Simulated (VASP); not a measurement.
# Ni2Cl (P-6m2) in VASP: a series of runs, part 2 of 2

VASP 6.6.1.

## (4) Single point, PBE, collinear spin, ferromagnetic start

This run uses another cell than the first one, of 14.71 Å³/atom.

The input, INCAR:

```
ALGO     = Normal         # electronic algorithm
EDIFF    = 1E-6           # SCF threshold, eV
ENCUT    = 520            # plane-wave cutoff, eV
GGA      = PE             # functional
ISIF     = 2              # what is computed and relaxed
ISMEAR   = 0              # smearing method
ISPIN    = 2              # spin polarisation
LASPH    = True           # aspherical terms in the spheres
LCHARG   = False          # write CHGCAR
LMAXMIX  = 4              # l up to which the mixer works
LORBIT   = 11             # projections on sites
LREAL    = False          # projectors in reciprocal space
LWAVE    = False          # write WAVECAR
MAGMOM   = -0.91 -0.91 -0.16 # initial moments
NBANDS   = 24             # bands
NELM     = 150            # most SCF steps
PREC     = Accurate       # precision mode
SIGMA    = 0.1            # smearing width, eV
```

The input, KPOINTS:

```
k-points
0
Gamma
  6 6 4
```

The input, POSCAR:

```
Ni2Cl
1.0
    2.9448578964      0.0000000000      0.0000000000
   -1.4724289482      2.5503217488      0.0000000000
    0.0000000000      0.0000000000      5.8764878943
Ni Cl
2 1
Direct
    0.3333333333      0.6666666667      0.6927431192
    0.3333333333      0.6666666667      0.3072568808
    0.0000000000      0.0000000000      0.0000000000
```

Potentials or basis: VASP PAW PBE potentials, release 64 (Ni, Cl).

Run with:

```
$ cat potpaw_PBE.64/Ni/POTCAR potpaw_PBE.64/Cl/POTCAR > POTCAR
$ mpirun -np 1 vasp_std > vasp.out
```

OUTCAR:

```text
EDIFF = 1E-6
   ENCUT = 520
   GGA = PE
   ISIF = 2
   ISMEAR = 0
   ISPIN = 2
   LASPH = True
   LORBIT = 11
   LREAL = False
   NELM = 150
   PREC = Accurate

 ion  position               nearest neighbor table
   1  0.333  0.667  0.693-   2 2.27   3 2.48   3 2.48   3 2.48
   2  0.333  0.667  0.307-   1 2.27   3 2.48   3 2.48   3 2.48
   3  0.000  0.000  0.000-   1 2.48   2 2.48   1 2.48   2 2.48   1 2.48   2 2.48

  LATTYP: Found a hexagonal cell.
 ALAT       =     2.9448578964
 C/A-ratio  =     1.9955081369

  Lattice vectors:

 A1 = (   2.9448578964,   0.0000000000,   0.0000000000)
 A2 = (  -1.4724289482,   2.5503217488,   0.0000000000)
 A3 = (   0.0000000000,   0.0000000000,   5.8764878943)

Analysis of symmetry for initial positions (statically):
=====================================================================
 Subroutine PRICEL returns:
 Original cell was already a primitive cell.

 Routine SETGRP: Setting up the symmetry group for a
 hexagonal supercell.

 Subroutine GETGRP returns: Found 12 space group operations
 (whereof 12 operations were pure point group operations)
 out of a pool of 24 trial point group operations.

The static configuration has the point symmetry D_3h.

Analysis of symmetry for dynamics (positions and initial velocities):
=====================================================================
 Subroutine PRICEL returns:
 Original cell was already a primitive cell.

 Routine SETGRP: Setting up the symmetry group for a
 hexagonal supercell.

 Subroutine GETGRP returns: Found 12 space group operations
 (whereof 12 operations were pure point group operations)
 out of a pool of 24 trial point group operations.

The dynamic configuration has the point symmetry D_3h.

Analysis of structural, dynamic, and magnetic symmetry:
=====================================================================
 Subroutine PRICEL returns:
 Original cell was already a primitive cell.

 Routine SETGRP: Setting up the symmetry group for a
 hexagonal supercell.

 Subroutine GETGRP returns: Found 12 space group operations
 (whereof 12 operations were pure point group operations)
 out of a pool of 24 trial point group operations.

The overall configuration has the point symmetry D_3h.

 Subroutine INISYM returns: Found 12 space group operations
 (whereof 12 operations are pure point group operations),
 and found     1 'primitive' translations

----------------------------------------------------------------------------------------

                                     Primitive cell

  volume of cell :      44.1344

  direct lattice vectors                    reciprocal lattice vectors
     2.944857896  0.000000000  0.000000000     0.339574959  0.196053694  0.000000000
    -1.472428948  2.550321749  0.000000000     0.000000000  0.392107388  0.000000000
     0.000000000  0.000000000  5.876487894     0.000000000  0.000000000  0.170169669

  length of vectors
     2.944857896  2.944857896  5.876487894     0.392107388  0.392107388  0.170169669

  position of ions in fractional coordinates (direct lattice)
     0.333333333  0.666666667  0.692743119
[... 69 lines left out ...]
   ICHARG =      2    charge: 1-file 2-atom 10-const
   ISPIN  =      2    spin polarized calculation?
   LNONCOLLINEAR =      F non collinear calculations
   LSORBIT =      F    spin-orbit coupling
   LASPH  =      T    aspherical Exc in radial PAW
   ENCUT  =  520.0 eV  38.22 Ry    6.18 a.u.   5.48  5.48 10.93*2*pi/ulx,y,z
   NELM   =    150;   NELMIN=  2; NELMDL= -5     # of ELM steps
   EDIFF  = 0.1E-05   stopping-criterion for ELM
   LREAL  =      F    real-space projection
   EDIFFG = 0.1E-04   stopping-criterion for IOM
   NSW    =      0    number of steps for IOM
   IBRION =     -1    ionic relax: 0-MD 1-quasi-New 2-CG
   NFREE  =      0    steps in history (QN), initial steepest desc. (CG)
   ISIF   =      2    stress and relaxation
   ISYM   =      2    0-nonsym 1-usesym 2-fastsym
   POTIM  = 0.5000    time-step for ionic-motion
   TEBEG  =    0.0;   TEEND  =   0.0 temperature during run
[... 13 lines left out ...]
  Thomas-Fermi vector in A             =   2.513752
   LORBIT       =     11    0 simple, 1 ext, 2 COOP (PROOUT), +10 PAW based schemes
   GGA     = PE    functional components
   LHFCALC =     F    Hartree Fock is set to
   AEXX    =    0.0000 exact exchange contribution
   IVDW    =     0    specifies the selected vdW correction
   LEPSILON=     F    determine dielectric tensor
   LRPA    =     F    only Hartree local field effects (RPA)
 spin polarized calculation
 Gauss-broadening in eV      SIGMA  =   0.10
  energy-cutoff  :      520.00
  volume of cell :       44.13
 maximum number of plane-waves:      1221
 NGX is ok and might be reduce to    24
   NGX = 11   NGY = 11   NGZ = 21

 number of electron      27.0000003 magnetization      -1.8938661

 Free energy of the ion-electron system (eV)
  ---------------------------------------------------
  ext. energy  EPLUGINS =         0.00000000
  ---------------------------------------------------
  free energy    TOTEN  =       -11.07244298 eV

  energy without entropy =      -11.04757196  energy(sigma->0) =      -11.06000747

 E-fermi :   6.8220     XC(G=0): -11.4014

 val. band max:        6.8194090865   @ k =   0.3333   0.1667   0.5000
 cond. band min:       6.8330361522   @ k =   0.3333   0.0000   0.0000
 fundamental gap:      0.0136270657
 Fermi energy:         6.8220339711

 spin component 1

 k-point     1 :       0.0000    0.0000    0.0000
  band No.  band energies     occupation
      1     -11.2560      1.00000
      2      -0.9214      1.00000
      3       2.0155      1.00000
      4       4.4326      1.00000
      5       4.4326      1.00000
      6       4.6058      1.00000
[... 556 lines left out ...]
     23      20.1435      0.00000
     24      20.8483      0.00000
 Fermi energy:         6.8220339711

 spin component 2

 k-point     1 :       0.0000    0.0000    0.0000
  band No.  band energies     occupation
      1     -11.4268      1.00000
      2      -1.0080      1.00000
      3       1.9912      1.00000
      4       3.8591      1.00000
      5       3.8591      1.00000
      6       3.9835      1.00000
[... 556 lines left out ...]
     23      20.0168      0.00000
     24      20.6817      0.00000

------------------------ aborting loop because EDIFF is reached ----------------------------------------

  FORCE on cell =-STRESS in cart. coord.  units (eV):
  Direction    XX          YY          ZZ          XY          YZ          ZX
  --------------------------------------------------------------------------------------
  -------------------------------------------------------------------------------------
  Total        0.0189425      0.0189425      0.0237464      0.0000000     -0.0000000      0.0000000
  in kB        0.6876560      0.6876560      0.8620486      0.0000000     -0.0000000      0.0000000
  external PRESSURE =       0.7457868 kB  Pullay stress =       0.0000000 kB

 VOLUME and BASIS-vectors are now :
 -----------------------------------------------------------------------------
  energy-cutoff  :      520.00
  volume of cell :       44.13
      direct lattice vectors                 reciprocal lattice vectors
     2.944857896  0.000000000  0.000000000     0.339574959  0.196053694  0.000000000
    -1.472428948  2.550321749  0.000000000     0.000000000  0.392107388  0.000000000
     0.000000000  0.000000000  5.876487894     0.000000000  0.000000000  0.170169669

 POSITION                                       TOTAL-FORCE (eV/Angst)
 -----------------------------------------------------------------------------------
     -0.00000      1.70021      4.07090         0.000000      0.000000     -0.000803
     -0.00000      1.70021      1.80559        -0.000000     -0.000000      0.000803
      0.00000      0.00000      0.00000         0.000000     -0.000000      0.000000
 -----------------------------------------------------------------------------------
    total drift:                                0.000000     -0.000000     -0.000000

  FREE ENERGIE OF THE ION-ELECTRON SYSTEM (eV)
  ---------------------------------------------------
  free  energy   TOTEN  =       -11.0724429777 eV

  energy  without entropy=      -11.0475719620  energy(sigma->0) =      -11.06000747

 total charge

# of ion       s       p       d       tot
------------------------------------------
    1        0.359   0.275   8.348   8.982
    2        0.359   0.275   8.348   8.982
    3        1.624   3.472   0.000   5.095
--------------------------------------------------
tot          2.342   4.022  16.696  23.060

 magnetization (x)

# of ion       s       p       d       tot
------------------------------------------
    1        0.002   0.004  -0.887  -0.882
    2        0.002   0.004  -0.887  -0.882
    3       -0.005  -0.152   0.000  -0.157
--------------------------------------------------
tot         -0.001  -0.144  -1.774  -1.920
```

Run time: 85 s. Hardware: 1 thread of Oxide Virtual Turin-like, shared host; peak memory 0.16 GiB.

What came out:

```
Free energy                                           : -11.0724 eV
Pressure                                              : 0.1 GPa
Net moment                                            : -1.89 μB per cell
Site moments                                          : Ni -0.88; Cl -0.16 μB
Valence electrons inside the program's atomic spheres : Ni 8.98; Cl 5.09
```

Levels at points of the mesh, in eV from the Fermi level:
Spin up:
| k point | band 10 | band 11 | band 12 | band 13 | band 14 | band 15 | band 16 | band 17 |
| --- | --- | --- | --- | --- | --- | --- | --- | --- |
| (0.00, 0.00, 0.00) | -0.85 | -0.85 | -0.13 | -0.13 | 0.01 | 0.01 | 5.24 | 6.22 |
| (0.50, 0.00, 0.00) | -0.33 | -0.20 | -0.01 | -0.01 | 0.54 | 1.80 | 2.81 | 3.06 |
| (0.00, 0.00, 0.50) | -0.89 | -0.89 | -0.65 | -0.65 | 0.47 | 0.47 | 2.18 | 8.25 |
| (0.50, 0.00, 0.50) | -0.17 | -0.11 | -0.06 | 0.18 | 0.57 | 1.89 | 3.45 | 4.45 |
Spin down:
```csv
k point,band 11,band 12,band 13,band 14,band 15,band 16,band 17,band 18
"(0.00, 0.00, 0.00)",-1.69,-1.19,-1.19,-0.76,-0.76,5.00,6.14,8.88
"(0.50, 0.00, 0.00)",-0.99,-0.93,-0.81,-0.56,1.64,2.46,2.86,6.49
"(0.00, 0.00, 0.50)",-1.72,-1.33,-1.33,-0.48,-0.48,1.80,8.14,10.22
"(0.50, 0.00, 0.50)",-0.93,-0.84,-0.58,-0.51,1.45,3.26,4.40,6.51
```

Caveat: the k points lie up to 0.41 Å⁻¹ apart. With open d or f shells a metallic result of PBE can be an artefact of self-interaction; +U or a hybrid may open a gap.

## (5) Relaxation of cell and atoms, PBE, collinear spin, ferromagnetic start

This run uses another cell than the first one.

The input, INCAR:

```
PREC = Accurate
ENCUT = 600
EDIFF = 1E-7
ISMEAR = 0
SIGMA = 0.1
LREAL = False
LASPH = True
NELM = 150
ALGO = Normal
ISIF = 3
LWAVE = False
LCHARG = False
ISPIN = 2
MAGMOM = 2 2 0
LORBIT = 11
LMAXMIX = 4
GGA = PE
IBRION = 2
NSW = 90
EDIFFG = -0.04
```

The input, KPOINTS:

```
regular mesh
0
Gamma
  6 6 2
```

The input, POSCAR:

```
Ni2Cl
1.0
    2.4810270700      0.0000000000      0.0000000000
   -1.2405135400      2.1486324700      0.0000000000
    0.0000000000      0.0000000000     12.2120274500
Ni Cl
2 1
Direct
    0.3333333300      0.6666666700      0.8978554600
    0.3333333300      0.6666666700      0.1021445400
    0.0000000000      0.0000000000      0.0000000000
```

Run with:

```
$ cat potpaw_PBE.64/Ni/POTCAR potpaw_PBE.64/Cl/POTCAR > POTCAR
$ mpirun -np 1 vasp_std > vasp.out
```

Run time: 13 min. Hardware: 1 thread of Oxide Virtual Turin-like, shared host; peak memory 0.21 GiB.

Results (log left out):

```
Free energy                                           : -9.8044 eV
Relaxed cell                                          : a = 2.922 Å, b = 2.922 Å, c = 13.765 Å, α = 90.00°, β = 90.00°, γ = 120.00°
Space group after relaxing (to 0.1 Å)                 : P-6m2 (No. 187)
Energy gained by relaxing                             : 2255.8 meV/atom
Ionic steps                                           : 10
Largest force after relaxing                          : 0.009 eV/Å
Net moment                                            : -1.44 μB per cell
Site moments                                          : Ni -0.70; Cl -0.15 μB
Valence electrons inside the program's atomic spheres : Ni 8.97; Cl 5.08
```

Forces on the atoms (eV/Å):
```
Ni   0.000  0.000 -0.009
Ni   0.000  0.000  0.009
Cl   0.000  0.000  0.000
```

The path:
```
step  energy change (eV)  largest force (eV/Å)  pressure (GPa)  volume (Å³)
   1              0.0000               10.7037           73.37        65.10
   2             -3.2085                1.0505           -4.14       210.59
   3             -4.0905                1.0724           -4.42       183.04
   4             -4.8763                1.1155           -4.80       162.46
   5             -6.7304                0.3382           -1.63       106.49
   6             -6.6678                0.5459            3.72        94.04
   7             -6.7630                0.0986           -0.23       102.18
   8             -6.7637                0.0442            0.10       101.32
   9             -6.7653                0.0311            0.07       101.44
  10             -6.7674                0.0090            0.00       101.79
```

Final structure:
```
Ni Cl
1.0
     2.92213    0.00000    0.00000
    -1.46106    2.53064    0.00000
     0.00000    0.00000   13.76455
Ni Cl
2 1
Direct
  0.33333 0.66667 0.87729
  0.33333 0.66667 0.12271
  0.00000 0.00000 0.00000
```

Levels at points of the mesh, in eV from the Fermi level:
Spin up:
| k point | band 9 | band 10 | band 11 | band 12 | band 13 | band 14 | band 15 | band 16 | band 17 | band 18 |
| --- | --- | --- | --- | --- | --- | --- | --- | --- | --- | --- |
| (0.00, 0.00, 0.00) | -0.90 | -0.86 | -0.86 | -0.53 | -0.40 | -0.40 | 0.39 | 0.39 | 3.95 | 5.36 |
| (0.50, 0.00, 0.00) | -0.63 | -0.42 | -0.34 | -0.14 | -0.08 | 0.43 | 2.28 | 2.74 | 4.46 | 5.04 |
| (0.00, 0.00, 0.50) | -0.90 | -0.86 | -0.86 | -0.53 | -0.40 | -0.40 | 0.39 | 0.39 | 4.38 | 4.40 |
| (0.50, 0.00, 0.50) | -0.63 | -0.42 | -0.34 | -0.14 | -0.08 | 0.43 | 2.28 | 2.74 | 4.46 | 5.04 |
Spin down:
```
           k point  band 12  band 13  band 14  band 15  band 16  band 17
(0.00, 0.00, 0.00)    -1.26    -1.11    -0.54    -0.44    -0.44     4.00
(0.50, 0.00, 0.00)    -0.77    -0.76    -0.51     2.07     2.76     4.37
(0.00, 0.00, 0.50)    -1.26    -1.11    -0.54    -0.44    -0.44     4.42
(0.50, 0.00, 0.50)    -0.77    -0.76    -0.51     2.07     2.76     4.37
```

Caveat: the k points lie up to 0.41 Å⁻¹ apart in the final cell; the volume moved by over 15 % at a fixed basis, so the end points are rough; there is no dipole correction, which matters where the two faces differ.

## (6) Relaxation of cell and atoms, PBE, collinear spin, ferromagnetic start

The input, INCAR:

```
PREC = Accurate ; ENCUT = 600
EDIFF = 1E-6 ; ISMEAR = 0
SIGMA = 0.1 ; LREAL = False
LASPH = True ; NELM = 150
ALGO = Normal ; ISIF = 3
LWAVE = False ; LCHARG = False
ISPIN = 2 ; MAGMOM = -0.91 -0.91 -0.16
LORBIT = 11 ; LMAXMIX = 4
GGA = PE ; IBRION = 2
NSW = 90 ; EDIFFG = -0.04
```

The input, KPOINTS:

```
Automatic mesh
0
Gamma
  6 6 4
```

The input, POSCAR:

```
Ni2Cl
1.0
    2.9208205684      0.0000000000      0.0000000000
   -1.4604102842      2.5295048121      0.0000000000
    0.0000000000      0.0000000000      5.8985717699
Ni Cl
2 1
Direct
    0.3333333333      0.6666666667      0.6944985912
    0.3333333333      0.6666666667      0.3055014088
    0.0000000000      0.0000000000      0.0000000000
```

Potentials or basis: VASP PAW PBE potentials, release 64 (Ni, Cl).

Run with:

```
$ cat potpaw_PBE.64/Ni/POTCAR potpaw_PBE.64/Cl/POTCAR > POTCAR
$ mpirun -np 1 vasp_std > vasp.out
```

Run time: 2.6 min. Hardware: 1 thread of Oxide Virtual Turin-like, shared host; peak memory 0.17 GiB.

Results (log left out):

```
Free energy                                           : -11.0720 eV
Relaxed volume                                        : 14.73 Å³/atom
Relaxed cell                                          : a = 2.944 Å, b = 2.944 Å, c = 5.886 Å, α = 90.00°, β = 90.00°, γ = 120.00°
Space group after relaxing (to 0.1 Å)                 : P-6m2 (No. 187)
Energy gained by relaxing                             : 1.5 meV/atom
Ionic steps                                           : 3
Pressure after relaxing                               : -0.1 GPa
Largest force after relaxing                          : 0.009 eV/Å
Net moment                                            : -1.90 μB per cell
Site moments                                          : Ni -0.88; Cl -0.16 μB
Valence electrons inside the program's atomic spheres : Ni 8.98; Cl 5.09
```

Forces on the atoms (eV/Å):
```
Ni   0.000  0.000  0.009
Ni   0.000  0.000 -0.009
Cl   0.000  0.000  0.000
```

Stress tensor (GPa, compression positive):
```
-0.06  0.00  0.00
 0.00 -0.06  0.00
 0.00  0.00 -0.20
```

Step by step:
| step | energy change (eV) | largest force (eV/Å) | pressure (GPa) | volume (Å³) |
| --- | --- | --- | --- | --- |
| 1 | 0.0000 | 0.1662 | 0.69 | 43.58 |
| 2 | -0.0040 | 0.0511 | 0.18 | 43.97 |
| 3 | -0.0045 | 0.0093 | -0.10 | 44.18 |

Final structure:
```yaml
crystal:
  lattice:
    - [2.94408, 0.00000, 0.00000]
    - [-1.47204, 2.54965, 0.00000]
    - [0.00000, 0.00000, 5.88575]
  atoms:
    - { symbol: Ni, position: [0.33333, 0.66667, 0.69243] }
    - { symbol: Ni, position: [0.33333, 0.66667, 0.30757] }
    - { symbol: Cl, position: [0.00000, 0.00000, 0.00000] }
```

Levels at points of the mesh, in eV from the Fermi level:
Spin up:
| k point | band 11 | band 12 | band 13 | band 14 | band 15 | band 16 |
| --- | --- | --- | --- | --- | --- | --- |
| (0.00, 0.00, 0.00) | -0.85 | -0.13 | -0.13 | 0.01 | 0.01 | 5.22 |
| (0.50, 0.00, 0.00) | -0.20 | -0.01 | 0.00 | 0.54 | 1.79 | 2.81 |
| (0.00, 0.00, 0.50) | -0.89 | -0.65 | -0.65 | 0.47 | 0.47 | 2.17 |
| (0.50, 0.00, 0.50) | -0.11 | -0.06 | 0.19 | 0.56 | 1.90 | 3.44 |
Spin down:
| k point | band 11 | band 12 | band 13 | band 14 | band 15 | band 16 | band 17 | band 18 |
| --- | --- | --- | --- | --- | --- | --- | --- | --- |
| (0.00, 0.00, 0.00) | -1.69 | -1.19 | -1.19 | -0.76 | -0.76 | 4.98 | 6.13 | 8.88 |
| (0.50, 0.00, 0.00) | -1.00 | -0.93 | -0.81 | -0.56 | 1.63 | 2.47 | 2.87 | 6.51 |
| (0.00, 0.00, 0.50) | -1.72 | -1.33 | -1.33 | -0.48 | -0.48 | 1.79 | 8.16 | 10.19 |
| (0.50, 0.00, 0.50) | -0.93 | -0.84 | -0.58 | -0.51 | 1.45 | 3.25 | 4.40 | 6.51 |

Caveat: the k points lie up to 0.41 Å⁻¹ apart in the final cell. With open d or f shells a metallic result of PBE can be an artefact of self-interaction; +U or a hybrid may open a gap.

## (7) Overview

```csv
task,cell,k mesh,cutoff (eV),gap on the mesh (eV),pressure (GPa),moment (μB),relaxed volume (Å³/atom),largest force (eV/Å)
single point,"a = 2.921, b = 2.921, c = 5.899 Å, angles 90.0, 90.0, 120.0°, 3 atoms, atomic positions A",6 × 6 × 2,520,none,0.2,1.72,-,0.01
single point,"a = 2.945, b = 2.945, c = 5.876 Å, angles 90.0, 90.0, 120.0°, 3 atoms, atomic positions B",6 × 6 × 4,520,none,0.1,1.89,-,-
relaxation of cell and atoms,"relaxed from a = 2.481, b = 2.481, c = 12.212 Å, angles 90.0, 90.0, 120.0°, 3 atoms, atomic positions C",6 × 6 × 2,600,none,-,1.44,33.93,0.01
relaxation of cell and atoms,"relaxed from a = 2.921, b = 2.921, c = 5.899 Å, angles 90.0, 90.0, 120.0°, 3 atoms, atomic positions A",6 × 6 × 4,600,none,-0.1,1.90,14.73,0.01
```

Alike in all rows: level PBE; potentials or basis VASP PAW PBE potentials, release 64 (Ni, Cl); spin collinear, ferromagnetic start; smearing gaussian 0.1 eV.

Caveats: all runs use coarse meshes; the volume moved by over 15 % at a fixed basis, so the end points are rough (at least some runs); there is no dipole correction, which matters where the two faces differ (at least some runs).

Absolute energies hang on the potentials; compare differences alone.

The gap in the log of VASP goes by the Fermi energy; the results here count the filled bands.